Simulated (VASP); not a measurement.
Wanted: the native input for a VASP 6.6.1 run.

| Item | Value |
| --- | --- |
| Task | single point |
| Functional | PBEsol |
| Potentials or basis | VASP PAW PBE potentials, release 64 (Cd, S) |
| Cutoff | 500 eV |
| k mesh | 8 × 4 × 4 |
| Occupations | gaussian, width 0.02 eV |
| Spin | no spin polarisation |
| Dipole correction | no |
| Further INCAR settings | ALGO = Normal; EDIFF = 1e-06; NBANDS = 46 |

The structure of CdS lies in POSCAR:

```
CdS
1.0
    4.1220757352      0.0000000000      0.0000000000
    0.0000000000      6.7170870940      0.0000000000
    0.0000000000      0.0000000000      7.1413250565
Cd S
4 4
Direct
    0.5000000000     -0.0003966420      0.0000088240
    1.0000000000      0.4996033580      0.1666578427
    1.0000000000     -0.0003966420      0.5000088240
    0.5000000000      0.4996033580      0.6666578427
    0.5000000000      0.6233966420     -0.0000647715
    1.0000000000      0.1233966420      0.1667314382
    1.0000000000      0.6233966420      0.4999352285
    0.5000000000      0.1233966420      0.6667314382
```

One way to write it, as run:

INCAR

```
PREC = Accurate
ENCUT = 500
EDIFF = 1E-6
ISMEAR = 0
SIGMA = 0.02
LREAL = F
LASPH = T
NELM = 120
ALGO = Normal
ISIF = 2
LWAVE = F
LCHARG = F
GGA = PS
NBANDS = 46
GGA_COMPAT = F
```

KPOINTS

```
Automatic mesh
0
Gamma
  8 4 4
```

Potentials or basis: VASP PAW PBE potentials, release 64 (Cd, S).

Command:

```sh
$ cat potpaw_PBE.64/Cd/POTCAR potpaw_PBE.64/S/POTCAR > POTCAR
$ mpirun -np 1 vasp_std > vasp.out
```

It gave:

The pressure is 0.4 GPa and the band gap on the k mesh is 1.09 eV.

Caveat: the PAW data sets were made with another functional, which shifts forces and pressure a little.

It took 3.7 min on 1 thread of Intel(R) Xeon(R) 6975P-C (Granite Rapids) (shared host), peak memory 0.45 GiB.
